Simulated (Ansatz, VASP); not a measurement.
**In in VASP and in Ansatz**

INCAR

```
PREC = Accurate
ENCUT = 520
EDIFF = 1E-6
ISMEAR = -1
SIGMA = 0.03
LREAL = False
LASPH = True
NELM = 100
ALGO = Normal
ISIF = 2
LWAVE = False
LCHARG = True
GGA = PE
LELF = True
LVHAR = True
NBANDS = 12
```

KPOINTS

```
regular mesh
0
Gamma
  11 11 14
```

Contents of POSCAR:

```
In
1.0
   -1.6482197047      1.6973406184      2.5249789927
    1.6973406184     -1.6482197047      2.5249789927
    1.6043570008      1.6043570008     -2.4927016059
In
1
Direct
    0.0000000000      0.0000000000      0.0000000000
```

Input for Ansatz:

```yaml
crystal:
  lattice:
    - [-1.6482197047, 1.6973406184, 2.5249789927]
    - [1.6973406184, -1.6482197047, 2.5249789927]
    - [1.6043570008, 1.6043570008, -2.4927016059]
  atoms:
    - { symbol: In, position: [0.0, 0.0, 0.0] }
hamiltonian:
  xc: pbe
  pseudopotentials:
    kind: paw
    azcp:
      In: "pseudopotentials/In.paw.azcp"
basis:
  ecutwfc: 420
  fft_grid_basis: typed
kpoints:
  mp_grid: { grid: [11, 11, 14], shift: [0, 0, 0] }
magnetization:
  spin_polarized: false
scf:
  occupations: { method: fermi_dirac, width: 0.03 }
  lower_state_search: "off"
output:
  stress: true
```

Alike in both runs: task single point; functional PBE; k mesh 11 × 11 × 14; occupations fermi-dirac, width 0.03 eV; no spin polarisation.

|  | VASP | Ansatz |
| --- | --- | --- |
| version | VASP 6.6.1 | Ansatz 0.2.0 |
| potentials or method | VASP PAW PBE potentials, release 64 (In_d), cutoff 520 eV | plane waves (420 eV) with PAW, scalar-relativistic |
| valence electrons in the cell | 13 | 13 |

```tsv
	VASP	Ansatz	Ansatz less VASP
pressure (GPa)	0.0	0.0	+0.04
traceless stress, the component that is largest in VASP (GPa)	-0.26	-0.26	-0.001
```

The functional is the same, so the differences come from potentials, cutoffs and numerics.
